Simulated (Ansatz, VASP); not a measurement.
## Be3CdSe4 in VASP and in Ansatz

```
Be Cd Se
1.0
     7.67040    0.00000    0.00000
     0.00000    6.60535    0.00000
     0.00000    0.00000    6.29060
Be Cd Se
6 2 8
Cartesian
  0.0000 1.2074 3.1299
  1.9122 4.3692 3.1277
  5.7582 4.3692 3.1277
  3.8352 5.3980 6.2752
  5.7474 2.2361 6.2730
  1.9230 2.2361 6.2730
  3.8352 1.0716 3.1647
  0.0000 5.5337 0.0194
  0.0000 1.4025 5.3892
  2.1197 4.2859 5.3852
  5.5507 4.2859 5.3852
  0.0000 5.5808 2.6490
  3.8352 5.2028 2.2439
  5.9549 2.3195 2.2399
  1.7155 2.3195 2.2399
  3.8352 1.0245 5.7943
```

Alike in both runs: functional PBE; k mesh 4 × 4 × 4; occupations gaussian, width 0.02 eV; no spin polarisation.

Ansatz relaxed the structure, and its values are those at the end. VASP's run is a single point on that final structure, the one shown.

|  | VASP | Ansatz |
| --- | --- | --- |
| version | VASP 6.6.1 | Ansatz 0.2.0 |
| potentials or method | VASP PAW PBE potentials, release 64 (Be, Cd, Se), cutoff 520 eV | scalar-relativistic, plane waves, PAW |
| valence electrons in the cell | 84 | 180 |

Ansatz gave:

```
gap on the k mesh at the Fermi level (eV) : 2.50
least direct gap on the mesh (eV)         : 2.50
pressure (GPa)                            : 0.0
rms of the force components (eV/Å)        : 0.002
```

Question: Which values does VASP return?

Answer: gap on the k mesh at the Fermi level (eV): 2.51; least direct gap on the mesh (eV): 2.51; pressure (GPa): 0.2; rms of the force components (eV/Å): 0.010.

The functional is the same, so the differences come from potentials, cutoffs and numerics. VASP's potentials hold 84 valence electrons a cell and Ansatz's 180, so a difference there can come from the potentials and not from the codes.
